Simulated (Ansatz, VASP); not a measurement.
**One calculation of ZnS, two programs**

File INCAR:

```
SYSTEM = ZnS
PREC = Accurate
ENCUT = 500
EDIFF = 1E-6
ISMEAR = 0
SIGMA = 0.01
LREAL = .FALSE.
LASPH = .TRUE.
NELM = 120
ALGO = Normal
ISIF = 2
LWAVE = .FALSE.
LCHARG = .FALSE.
GGA = PS
IVDW = 13
NBANDS = 26
GGA_COMPAT = .FALSE.
```

Contents of KPOINTS:

```
regular mesh
0
G
  6 6 4
  0 0 0
```

Contents of POSCAR:

```
ZnS
1.0
    3.8110000000      0.0000000000      0.0000000000
   -1.9055000000      3.3004230000      0.0000000000
    0.0000000000      0.0000000000      6.2340000000
Zn S
2 2
Direct
    0.3333333333      0.6666666667      0.0000000000
    0.6666666667      0.3333333333      0.5000000000
    0.3333333333      0.6666666667      0.3850000000
    0.6666666667      0.3333333333      0.8850000000
```

Input for Ansatz:

```yaml
crystal:
  lattice:
    - [3.811, 0.0, 0.0]
    - [-1.9055, 3.300423, 0.0]
    - [0.0, 0.0, 6.234]
  atoms:
    - { symbol: Zn, position: [0.3333333333333333, 0.6666666666666666, 0.0] }
    - { symbol: Zn, position: [0.6666666666666666, 0.3333333333333333, 0.5] }
    - { symbol: S, position: [0.3333333333333333, 0.6666666666666666, 0.385] }
    - { symbol: S, position: [0.6666666666666666, 0.3333333333333333, 0.8849999999999999] }
basis:
  ecutwfc: 462.593566181796
kpoints:
  mp_grid:
    grid: [6, 6, 4]
    shift: [0.0, 0.0, 0.0]
  band_path:
    path:
      - [0.0, 0.0, 0.0]
      - [0.5, 0.0, 0.0]
      - [0.33333, 0.33333, 0.0]
      - [0.0, 0.0, 0.0]
      - [0.0, 0.0, 0.5]
      - [0.5, 0.0, 0.5]
      - [0.33333, 0.33333, 0.5]
      - [0.0, 0.0, 0.5]
    npoints: 6
hamiltonian:
  xc: pbesol
  dispersion: d4
  pseudopotentials:
    kind: paw
scf:
  n_extra_bands: 10
  occupations:
    method: fixed
output:
  bader: true
```

Alike in both runs: task single point; functional PBEsol; dispersion D4; k mesh 6 × 6 × 4; no spin polarisation.

|  | VASP | Ansatz |
| --- | --- | --- |
| version | VASP 6.6.1 | Ansatz 0.2.0 |
| potentials or method | VASP PAW PBE potentials, release 64 (Zn, S), cutoff 500 eV | plane waves, PAW |
| occupations | gaussian, width 0.01 eV | fixed |
| valence electrons in the cell | 36 | 36 |

|  | VASP | Ansatz | Ansatz less VASP |
| --- | --- | --- | --- |
| gap on the k mesh at the Fermi level (eV) | 2.12 | 2.11 | -0.005 |

VASP's potentials were made for PBE, not for PBEsol.
